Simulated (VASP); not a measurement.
# CoSi2 (Immm) in VASP: a series of runs, part 2 of 2

VASP 6.6.1. The steps go on from the part before.

## Step 4: Single point, PBE (mode 6 frozen in at -0.082 Å, strain +e along z and -e/2 along x and y +0.0000)

File INCAR:

```
SYSTEM = CoSi2
PREC     = Accurate       ! precision mode
ENCUT    = 520            ! plane-wave cutoff, eV
EDIFF    = 1E-6           ! SCF threshold, eV
ISMEAR   = 0              ! smearing method
SIGMA    = 0.15           ! smearing width, eV
LREAL    = .False.        ! projectors in reciprocal space
LASPH    = .True.         ! aspherical terms in the spheres
NELM     = 80             ! most SCF steps
ALGO     = Normal         ! electronic algorithm
ISIF     = 2              ! what is computed and relaxed
LWAVE    = .False.        ! write WAVECAR
LCHARG   = .True.         ! write CHGCAR
GGA      = PE             ! functional
LELF     = .True.         ! ELF
LVHAR    = .True.       
NBANDS   = 16             ! bands
```

File KPOINTS:

```
regular mesh
0
Gamma
  12 12 12
  0 0 0
```

File POSCAR:

```
CoSi2
1.0
    0.0000000000      2.6801763726      2.6801763726
    2.6801763726      0.0000000000      2.6801763726
    2.6801763726      2.6801763726      0.0000000000
Co Si
1 2
Direct
    0.0000000000      0.0000000000      0.0000000000
    0.2347024993      0.2347024993      0.2652975007
    0.7652975007      0.7652975007      0.7347024993
```

Potentials or basis: VASP PAW PBE potentials, release 64 (Co, Si).

Run with:

```bash
cat potpaw_PBE.64/Co/POTCAR potpaw_PBE.64/Si/POTCAR > POTCAR
mpirun -np 1 vasp_std > vasp.out
```

OUTCAR:

```text
SYSTEM = CoSi2
   PREC = Accurate
   ENCUT = 520
   EDIFF = 1E-6
   ISMEAR = 0
   LREAL = .False.
   LASPH = .True.
   NELM = 80
   ISIF = 2
   GGA = PE

 ion  position               nearest neighbor table
   1  0.000  0.000  0.000-   3 2.27   2 2.27   3 2.27   2 2.27   3 2.37   3 2.37   2 2.37   2 2.37

   2  0.235  0.235  0.265-   1 2.27   1 2.27   1 2.37   1 2.37   3 2.52   3 2.69   3 2.69   3 2.69
                             3 2.69   3 2.84
   3  0.765  0.765  0.735-   1 2.27   1 2.27   1 2.37   1 2.37   2 2.52   2 2.69   2 2.69   2 2.69
                             2 2.69   2 2.84

  LATTYP: Found a face centered cubic cell.
 ALAT       =     5.3603527452

  Lattice vectors:

 A1 = (   0.0000000000,   2.6801763726,   2.6801763726)
 A2 = (   2.6801763726,   0.0000000000,   2.6801763726)
 A3 = (   2.6801763726,   2.6801763726,   0.0000000000)

Analysis of symmetry for initial positions (statically):
=====================================================================
 Subroutine PRICEL returns:
 Original cell was already a primitive cell.

 Routine SETGRP: Setting up the symmetry group for a
 face centered cubic supercell.

 Subroutine GETGRP returns: Found  8 space group operations
 (whereof  8 operations were pure point group operations)
 out of a pool of 48 trial point group operations.

The static configuration has the point symmetry D_2h.

Analysis of symmetry for dynamics (positions and initial velocities):
=====================================================================
 Subroutine PRICEL returns:
 Original cell was already a primitive cell.

 Routine SETGRP: Setting up the symmetry group for a
 face centered cubic supercell.

 Subroutine GETGRP returns: Found  8 space group operations
 (whereof  8 operations were pure point group operations)
 out of a pool of 48 trial point group operations.

The dynamic configuration has the point symmetry D_2h.

 Subroutine INISYM returns: Found  8 space group operations
 (whereof  8 operations are pure point group operations),
 and found     1 'primitive' translations

----------------------------------------------------------------------------------------

                                     Primitive cell

  volume of cell :      38.5053

  direct lattice vectors                    reciprocal lattice vectors
     0.000000000  2.680176373  2.680176373    -0.186554887  0.186554887  0.186554887
     2.680176373  0.000000000  2.680176373     0.186554887 -0.186554887  0.186554887
     2.680176373  2.680176373  0.000000000     0.186554887  0.186554887 -0.186554887

  length of vectors
     3.790341776  3.790341776  3.790341776     0.323122542  0.323122542  0.323122542

  position of ions in fractional coordinates (direct lattice)
     0.000000000  0.000000000  0.000000000
     0.234702499  0.234702499  0.265297501
     0.765297501  0.765297501  0.734702499

  ion indices of the primitive-cell ions
   primitive index   ion index
                 1           1
                 2           2
                 3           3

----------------------------------------------------------------------------------------

 KPOINTS: regular mesh

Automatic generation of k-mesh.
 Grid dimensions read from file:
 generate k-points for:   12   12   12

 Generating k-lattice:

  Cartesian coordinates                     Fractional coordinates (reciprocal lattice)
    -0.015546241  0.015546241  0.015546241     0.083333333  0.000000000  0.000000000
     0.015546241 -0.015546241  0.015546241     0.000000000  0.083333333  0.000000000
     0.015546241  0.015546241 -0.015546241     0.000000000  0.000000000  0.083333333

  Length of vectors
     0.026926879  0.026926879  0.026926879

  Shift w.r.t. Gamma in fractional coordinates (k-lattice)
     0.000000000  0.000000000  0.000000000

 Subroutine IBZKPT returns following result:
 ===========================================

 Found    280 irreducible k-points:

 Following reciprocal coordinates:
            Coordinates               Weight
  0.000000  0.000000  0.000000      1.000000
  0.083333  0.000000  0.000000      4.000000
  0.000000  0.000000  0.083333      4.000000
  0.166667  0.000000  0.000000      4.000000
  0.000000  0.000000  0.166667      4.000000
  0.250000  0.000000  0.000000      4.000000
[... 16 lines left out ...]
  0.083333  0.083333 -0.166667      4.000000
  0.333333  0.083333  0.000000      4.000000
 [... further k-points ...]
   k-points           NKPTS =    280   k-points in BZ     NKDIM =    280   number of bands    NBANDS=     16
   number of dos      NEDOS =    301   number of ions     NIONS =      3
   total plane-waves  NPLWV =  21952
   dimension x,y,z NGX =    28 NGY =   28 NGZ =   28
   dimension x,y,z NGXF=    56 NGYF=   56 NGZF=   56
   ions per type =               1   2
   NGX,Y,Z   is equivalent  to a cutoff of  12.28, 12.28, 12.28 a.u.
   NGXF,Y,Z  is equivalent  to a cutoff of  24.56, 24.56, 24.56 a.u.
 SYSTEM =  CoSi2
   PREC   = accura    normal or accurate (medium, high low for compatibility)
   ISTART =      0    job   : 0-new  1-cont  2-samecut
   ICHARG =      2    charge: 1-file 2-atom 10-const
   ISPIN  =      1    spin polarized calculation?
   LNONCOLLINEAR =      F non collinear calculations
   LSORBIT =      F    spin-orbit coupling
   LASPH  =      T    aspherical Exc in radial PAW
   ENCUT  =  520.0 eV  38.22 Ry    6.18 a.u.   7.05  7.05  7.05*2*pi/ulx,y,z
   NELM   =     80;   NELMIN=  2; NELMDL= -5     # of ELM steps
   EDIFF  = 0.1E-05   stopping-criterion for ELM
   LREAL  =      F    real-space projection
   EDIFFG = 0.1E-04   stopping-criterion for IOM
   NSW    =      0    number of steps for IOM
   IBRION =     -1    ionic relax: 0-MD 1-quasi-New 2-CG
   NFREE  =      0    steps in history (QN), initial steepest desc. (CG)
   ISIF   =      2    stress and relaxation
   ISYM   =      2    0-nonsym 1-usesym 2-fastsym
   POTIM  = 0.5000    time-step for ionic-motion
   TEBEG  =    0.0;   TEEND  =   0.0 temperature during run
   PSTRESS=    0.0 pullay stress
   NELECT =      17.0000    total number of electrons
   NUPDOWN=      -1.0000    fix difference up-down
   EMIN   =  10.00;   EMAX   =-10.00  energy-range for DOS
   EFERMI =   0.00;   METHOD = LEGACY
   ISMEAR =     0;   SIGMA  =   0.15  broadening in eV -4-tet -1-fermi 0-gaus
   EFERMI_NEDOS =   21; number of points for ismear=-14 and -15
   IALGO  =     38    algorithm
   IMIX   =      4    mixing-type and parameters
     AMIX     =   0.40;   BMIX     =  1.00
     AMIX_MAG =   1.60;   BMIX_MAG =  1.00
  volume/ion in A,a.u.               =      12.84        86.62
  Fermi-wavevector in a.u.,A,eV,Ry     =   1.246573  2.355682 21.142700  1.553945
  Thomas-Fermi vector in A             =   2.380744
   LORBIT       =      0    0 simple, 1 ext, 2 COOP (PROOUT), +10 PAW based schemes
   GGA     = PE    functional components
   LHFCALC =     F    Hartree Fock is set to
   AEXX    =    0.0000 exact exchange contribution
   IVDW    =     0    specifies the selected vdW correction
   LEPSILON=     F    determine dielectric tensor
   LRPA    =     F    only Hartree local field effects (RPA)
 non-spin polarized calculation
 Gauss-broadening in eV      SIGMA  =   0.15
  energy-cutoff  :      520.00
  volume of cell :       38.51
 maximum number of plane-waves:      1056
   NGX = 15   NGY = 15   NGZ = 15

 number of electron      16.9999994 magnetization

 Free energy of the ion-electron system (eV)
  ---------------------------------------------------
  ext. energy  EPLUGINS =         0.00000000
  ---------------------------------------------------
  free energy    TOTEN  =       -19.22556498 eV

  energy without entropy =      -19.21366713  energy(sigma->0) =      -19.21961605

 E-fermi :  10.0732     XC(G=0): -11.7313

 val. band max:       10.0698413082   @ k =   0.2500   0.0833  -0.2500
 cond. band min:      10.0820367369   @ k =  -0.2500   0.5000  -0.3333
 fundamental gap:      0.0121954287
 Fermi energy:        10.0732061076

 k-point     1 :       0.0000    0.0000    0.0000
  band No.  band energies     occupation
      1      -3.0689      2.00000
      2       5.9129      2.00000
      3       5.9227      2.00000
      4       6.1073      2.00000
      5       8.1500      2.00000
      6       8.1968      2.00000
[... 8 lines left out ...]
     15      15.7925      0.00000
     16      16.2050      0.00000
[... 419 lines left out ...]
 k-point    24 :       0.3333    0.0833    0.0000
  band No.  band energies     occupation
      1      -1.6137      2.00000
      2       3.3375      2.00000
      3       6.1927      2.00000
      4       6.2057      2.00000
      5       7.8661      2.00000
      6       8.2667      2.00000
[... 8 lines left out ...]
     15      18.5059      0.00000
     16      19.0523      0.00000

 [... further k-points ...]
[... 5 lines left out ...]
  --------------------------------------------------------------------------------------
  -------------------------------------------------------------------------------------
  Total        0.0718314      0.0718314      0.4118149      1.4392865      0.0000000      0.0000000
  in kB        2.9888566      2.9888566     17.1353337     59.8877100      0.0000000      0.0000000
  external PRESSURE =       7.7043490 kB  Pullay stress =       0.0000000 kB

 VOLUME and BASIS-vectors are now :
 -----------------------------------------------------------------------------
  energy-cutoff  :      520.00
  volume of cell :       38.51
      direct lattice vectors                 reciprocal lattice vectors
     0.000000000  2.680176373  2.680176373    -0.186554887  0.186554887  0.186554887
     2.680176373  0.000000000  2.680176373     0.186554887 -0.186554887  0.186554887
     2.680176373  2.680176373  0.000000000     0.186554887  0.186554887 -0.186554887

 POSITION                                       TOTAL-FORCE (eV/Angst)
 -----------------------------------------------------------------------------------
      0.00000      0.00000      0.00000         0.000000      0.000000      0.000000
      1.34009      1.34009      1.25809         0.000000      0.000000      0.935354
      4.02026      4.02026      4.10226        -0.000000     -0.000000     -0.935354
 -----------------------------------------------------------------------------------
    total drift:                               -0.000000     -0.000000     -0.000000

  FREE ENERGIE OF THE ION-ELECTRON SYSTEM (eV)
  ---------------------------------------------------
  free  energy   TOTEN  =       -19.2255649823 eV

  energy  without entropy=      -19.2136671255  energy(sigma->0) =      -19.21961605
```

It took 2.1 min on 1 thread of Intel Xeon 6975P-C, shared host; peak memory 0.29 GiB.

Results:

| Quantity | Value |
| --- | --- |
| Free energy | -19.2256 eV |
| Pressure | 0.8 GPa |
| Largest force | 0.935 eV/Å |

Forces in eV/Å, atoms in the order of the input:
```
Co   0.000  0.000  0.000
Si   0.000  0.000  0.935
Si   0.000  0.000 -0.935
```

Stress tensor (GPa, compression positive):
```
0.30 5.99 0.00
5.99 0.30 0.00
0.00 0.00 1.71
```

Levels at points of the mesh, in eV from the Fermi level:
```tsv
k point	band 7	band 8	band 9	band 10	band 11	band 12
(0.00, 0.00, 0.00)	0.71	2.95	3.30	3.36	3.46	3.47
(0.50, 0.00, 0.00)	-1.51	-0.70	0.08	2.47	3.08	3.57
(0.00, 0.00, 0.50)	-1.62	-1.02	-0.27	2.82	3.21	3.72
(0.50, 0.50, 0.00)	-1.90	-1.82	-1.35	1.53	2.92	8.58
(0.00, 0.50, 0.50)	-1.96	-1.72	-1.32	1.55	2.87	8.55
```

Caveat: the cell differs from its parent crystal (mode 6 frozen in at -0.082 Å, strain +e along z and -e/2 along x and y +0.0000). Spin polarisation is off, so any magnetic state and its effect on volume and gap are missing.
